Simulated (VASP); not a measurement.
A run of VASP 6.6.1:

INCAR

```
SYSTEM = K
ALGO = Normal
EDIFF = 1E-8
ENCUT = 400
GGA = PS
GGA_COMPAT = .False.
ISIF = 2
ISMEAR = -4
LASPH = .True.
LCHARG = .False.
LEFG = .True.
LREAL = .False.
LWAVE = .False.
NBANDS = 10
NELM = 120
PREC = Accurate
SIGMA = 0.1
```

KPOINTS

```
k-points
0
Gamma
  10 10 10
  0 0 0
```

File POSCAR:

```
K
1.0
   -2.6975585167      2.6975585167      2.6975585167
    2.6975585167     -2.6975585167      2.6975585167
    2.6975585167      2.6975585167     -2.6975585167
K
1
Direct
    0.0000000000      0.0000000000      0.0000000000
```

Potentials or basis: VASP PAW PBE potentials, release 64 (K_sv).

Launch:

```sh
$ cat potpaw_PBE.64/K_sv/POTCAR > POTCAR
$ mpirun -np 1 vasp_std > vasp.out
```

Hardware: 1 thread of Intel(R) Xeon(R) 6975P-C (Granite Rapids) (shared host).

How long does it take, and how much memory?

Wall time 15 s on 1 thread of Intel(R) Xeon(R) 6975P-C (Granite Rapids), with other jobs on the host, peak memory 0.17 GiB. Counts: scf iterations 13, k points 47.
